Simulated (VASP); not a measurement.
Write the native input for VASP 6.6.1 that does the following.

- Task: single point
- Functional: PBE
- Potentials or basis: VASP PAW PBE potentials, release 64 (Be, S)
- Cutoff: 520 eV
- k mesh: 12 × 12 × 6
- Occupations: gaussian, width 0.02 eV
- Spin: no spin polarisation
- Dipole correction: no
- Further INCAR settings: ALGO = Normal; EDIFF = 1e-06; NBANDS = 11

The structure of BeS lies in POSCAR:

```
BeS
1.0
    3.4544569851      0.0000000000      0.0000000000
   -1.7272284925      2.9916475054      0.0000000000
    0.0000000000      0.0000000000      5.0977772502
Be S
1 1
Direct
    0.0000000000      0.0000000000      0.0000000000
    0.3333333333      0.6666666667      0.0000000000
```

One way to write it, as run:

INCAR

```
ALGO = Normal ; EDIFF = 1E-6
ENCUT = 520 ; GGA = PE
ISIF = 2 ; ISMEAR = 0
LASPH = True ; LCHARG = True
LELF = True ; LREAL = False
LVHAR = True ; LWAVE = False
NBANDS = 11 ; NELM = 60
PREC = Accurate ; SIGMA = 0.02
```

KPOINTS

```
k-points
0
Gamma
  12 12 6
```

Potentials or basis: VASP PAW PBE potentials, release 64 (Be, S).

The run is started by

```console
$ cat potpaw_PBE.64/Be/POTCAR potpaw_PBE.64/S/POTCAR > POTCAR
$ mpirun -np 1 vasp_std > vasp.out
```

It gave:

```json
{"Pressure": "0.0 GPa", "Band gap on the k mesh": "4.09 eV, indirect (least direct gap 4.46 eV)"}
```

Caveat: this functional lacks dispersion, which binds the layers, so the pressure and a relaxed spacing across them are unreliable.

It took 23 s on 1 thread of AMD EPYC 9R45 (Zen 5), with other jobs on the host, peak memory 0.16 GiB.
